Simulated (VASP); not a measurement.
# W (Fm-3m) in VASP: further runs, part 2 of 2

VASP 6.6.1.

## (3) Relaxation of cell and atoms, r2SCAN

Input file POSCAR:

```
W
1.0
    0.0000000000      2.0091344358      2.0091344358
    2.0091344358      0.0000000000      2.0091344358
    2.0091344358      2.0091344358      0.0000000000
W
1
Direct
    0.0000000000      0.0000000000      0.0000000000
```

Input file INCAR.step1:

```
PREC     = Accurate       # precision mode
ENCUT    = 600            # plane-wave cutoff, eV
ISMEAR   = 0              # smearing method
SIGMA    = 0.1            # smearing width, eV
LREAL    = False          # projectors in reciprocal space
LASPH    = True           # aspherical terms in the spheres
NELM     = 100            # most SCF steps
GGA      = PE             # functional
ALGO     = Normal         # electronic algorithm
EDIFF    = 1E-4           # SCF threshold, eV
LWAVE    = True           # write WAVECAR
LCHARG   = False          # write CHGCAR
```

Input file INCAR.step2:

```
PREC     = Accurate       # precision mode
ENCUT    = 600            # plane-wave cutoff, eV
EDIFF    = 1E-6           # SCF threshold, eV
ISMEAR   = 0              # smearing method
SIGMA    = 0.1            # smearing width, eV
LREAL    = False          # projectors in reciprocal space
LASPH    = True           # aspherical terms in the spheres
NELM     = 100            # most SCF steps
ALGO     = Normal         # electronic algorithm
ISIF     = 3              # what is computed and relaxed
LWAVE    = False          # write WAVECAR
LCHARG   = False          # write CHGCAR
METAGGA  = R2SCAN         # meta-GGA
LMIXTAU  = True         
IBRION   = 2              # ionic algorithm
NSW      = 100            # ionic steps
EDIFFG   = -0.01          # ionic threshold
ISTART   = 1
```

Input file KPOINTS:

```
Automatic mesh
0
Gamma
  18 18 18
```

Potentials or basis: VASP PAW PBE potentials, release 64 (W_sv).

The run is started by

```sh
$ cat potpaw_PBE.64/W_sv/POTCAR > POTCAR
$ cp INCAR.step1 INCAR
$ mpirun -np 1 vasp_std > vasp.out
$ cp INCAR.step2 INCAR
$ mpirun -np 1 vasp_std > vasp.out
```

OUTCAR:

```text
PREC = Accurate
   ENCUT = 600
   EDIFF = 1E-6
   ISMEAR = 0
   LREAL = False
   LASPH = True
   NELM = 100
   ISIF = 3
   METAGGA = R2SCAN
   IBRION = 2
   NSW = 100
   EDIFFG = -0.01
   ISTART = 1

 ion  position               nearest neighbor table
   1  0.000  0.000  0.000-

  LATTYP: Found a face centered cubic cell.
 ALAT       =     4.0182688716

  Lattice vectors:

 A1 = (   0.0000000000,   2.0091344358,   2.0091344358)
 A2 = (   2.0091344358,   0.0000000000,   2.0091344358)
 A3 = (   2.0091344358,   2.0091344358,   0.0000000000)

Analysis of symmetry for initial positions (statically):
=====================================================================
 Subroutine PRICEL returns:
 Original cell was already a primitive cell.

 Routine SETGRP: Setting up the symmetry group for a
 face centered cubic supercell.

 Subroutine GETGRP returns: Found 48 space group operations
 (whereof 48 operations were pure point group operations)
 out of a pool of 48 trial point group operations.

The static configuration has the point symmetry O_h .

Analysis of symmetry for dynamics (positions and initial velocities):
=====================================================================
 Subroutine PRICEL returns:
 Original cell was already a primitive cell.

 Routine SETGRP: Setting up the symmetry group for a
 face centered cubic supercell.

 Subroutine GETGRP returns: Found 48 space group operations
 (whereof 48 operations were pure point group operations)
 out of a pool of 48 trial point group operations.

The dynamic configuration has the point symmetry O_h .

 Subroutine INISYM returns: Found 48 space group operations
 (whereof 48 operations are pure point group operations),
 and found     1 'primitive' translations

----------------------------------------------------------------------------------------

                                     Primitive cell

  volume of cell :      16.2202
[... 127 lines left out ...]

 number of electron      14.0000001 magnetization

 Free energy of the ion-electron system (eV)
  ---------------------------------------------------
  ext. energy  EPLUGINS =         0.00000000
  ---------------------------------------------------
  free energy    TOTEN  =       -50.80066040 eV

  energy without entropy =      -50.79521369  energy(sigma->0) =      -50.79793705

------------------------ aborting loop because EDIFF is reached ----------------------------------------

  FORCE on cell =-STRESS in cart. coord.  units (eV):
  Direction    XX          YY          ZZ          XY          YZ          ZX
  --------------------------------------------------------------------------------------
  -------------------------------------------------------------------------------------
  Total        0.0863146      0.0863146      0.0863146     -0.0000000      0.0000000     -0.0000000
  in kB        8.5258566      8.5258566      8.5258566     -0.0000000      0.0000000     -0.0000000
  external PRESSURE =       8.5258566 kB  Pullay stress =       0.0000000 kB
[... 57 lines left out ...]
--------------------------------------- Ionic step        3  -------------------------------------------

 number of electron      14.0000001 magnetization

 Free energy of the ion-electron system (eV)
  ---------------------------------------------------
  ext. energy  EPLUGINS =         0.00000000
  ---------------------------------------------------
  free energy    TOTEN  =       -50.80077633 eV

  energy without entropy =      -50.79532009  energy(sigma->0) =      -50.79804821

 E-fermi :  10.4632     XC(G=0): -14.7877

 val. band max:       10.4625693460   @ k =   0.2778   0.0556   0.0000
 cond. band min:      10.4704303111   @ k =  -0.3889   0.1667   0.0556
 fundamental gap:      0.0078609651
 Fermi energy:        10.4632019183

 k-point     1 :       0.0000    0.0000    0.0000
  band No.  band energies     occupation
      1     -65.1330      2.00000
      2     -28.0563      2.00000
      3     -28.0563      2.00000
      4     -28.0563      2.00000
      5       0.9343      2.00000
      6       9.8650      2.00000
      7       9.8650      2.00000
      8       9.8650      2.00000
      9      13.2945      0.00000
     10      13.2945      0.00000
     11      23.8386      0.00000
[... 309 lines left out ...]
 k-point    24 :      -0.2222    0.0556    0.0000
  band No.  band energies     occupation
      1     -65.0718      2.00000
      2     -28.6761      2.00000
      3     -28.1782      2.00000
      4     -28.1224      2.00000
      5       3.2706      2.00000
      6       8.6584      2.00000
      7      10.3301      1.94017
      8      10.4906      0.69816
      9      12.7395      0.00000
     10      13.8187      0.00000
     11      24.6011      0.00000

 [... further k-points ...]

------------------------ aborting loop because EDIFF is reached ----------------------------------------

  FORCE on cell =-STRESS in cart. coord.  units (eV):
  Direction    XX          YY          ZZ          XY          YZ          ZX
  --------------------------------------------------------------------------------------
  -------------------------------------------------------------------------------------
  Total        0.0028824      0.0028824      0.0028824      0.0000000      0.0000000     -0.0000000
  in kB        0.2839566      0.2839566      0.2839566      0.0000000      0.0000000     -0.0000000
  external PRESSURE =       0.2839566 kB  Pullay stress =       0.0000000 kB
[... 16 lines left out ...]
  FREE ENERGIE OF THE ION-ELECTRON SYSTEM (eV)
  ---------------------------------------------------
  free  energy   TOTEN  =       -50.8007763300 eV

  energy  without entropy=      -50.7953200932  energy(sigma->0) =      -50.79804821

 reached required accuracy - stopping structural energy minimisation
```

OUTCAR.step1:

```text
PREC = Accurate
   ENCUT = 600
   ISMEAR = 0
   LREAL = False
   LASPH = True
   NELM = 100
[... 550 lines left out ...]

 POSITION                                       TOTAL-FORCE (eV/Angst)
 -----------------------------------------------------------------------------------
      0.00000      0.00000      0.00000         0.000000      0.000000      0.000000
 -----------------------------------------------------------------------------------
    total drift:                               -0.000000     -0.000000     -0.000000

  FREE ENERGIE OF THE ION-ELECTRON SYSTEM (eV)
  ---------------------------------------------------
  free  energy   TOTEN  =       -12.4715325798 eV

  energy  without entropy=      -12.4648606319  energy(sigma->0) =      -12.46819661
```

OSZICAR.step1:

```text
N       E                     dE             d eps       ncg     rms          rms(c)
DAV:   1     0.844512254769E+02    0.84451E+02   -0.85900E+03  4298   0.159E+03
DAV:   2    -0.112859954386E+02   -0.95737E+02   -0.92973E+02  4596   0.358E+02
DAV:   3    -0.130661084042E+02   -0.17801E+01   -0.17345E+01  4906   0.468E+01
DAV:   4    -0.130795759544E+02   -0.13468E-01   -0.13431E-01  4557   0.399E+00
DAV:   5    -0.130796654302E+02   -0.89476E-04   -0.89475E-04  4794   0.366E-01    0.194E+01
DAV:   6    -0.125983285092E+02    0.48134E+00   -0.56522E-01  4542   0.101E+01    0.766E+00
DAV:   7    -0.124759521821E+02    0.12238E+00   -0.28297E-01  4674   0.663E+00    0.533E-01
DAV:   8    -0.124715206990E+02    0.44315E-02   -0.34302E-03  4434   0.878E-01    0.691E-02
DAV:   9    -0.124715325798E+02   -0.11881E-04   -0.59655E-05  2967   0.107E-01
   1 F= -.12471533E+02 E0= -.12468197E+02  d E =-.667195E-02
```

Run time: 1.7 min. Hardware: 1 thread of Intel Xeon 6975P-C (Granite Rapids), shared host; peak memory 0.18 GiB.

Results:

```
Free energy                            : -50.8008 eV
Relaxed volume                         : 16.26 Å³/atom
Relaxed cell                           : a = 2.844 Å, b = 2.844 Å, c = 2.844 Å, α = 60.00°, β = 60.00°, γ = 60.00°
Space group after relaxing (to 0.05 Å) : Fm-3m (No. 225)
Energy gained by relaxing              : 0.1 meV/atom
Ionic steps                            : 3
Pressure after relaxing                : 0.0 GPa
Band gap on the k mesh                 : zero (band 7 reaches 13.53 eV, above the bottom of band 8 at 9.87 eV)
```

The path:
```csv
step,energy change (eV),largest force (eV/Å),pressure (GPa),volume (Å³)
1,0.0000,0.0000,0.85,16.22
2,0.0014,0.0000,-2.83,16.42
3,-0.0001,0.0000,0.03,16.26
```

Final structure:
```yaml
crystal:
  lattice:
    - [0.00000, 2.01092, 2.01092]
    - [2.01092, 0.00000, 2.01092]
    - [2.01092, 2.01092, 0.00000]
  atoms:
    - { symbol: W, position: [0.00000, 0.00000, 0.00000] }
```

Caveat: the PAW data sets were made with another functional, which shifts forces and pressure a little; spin-orbit coupling is left out, which moves the levels of the heavy elements.
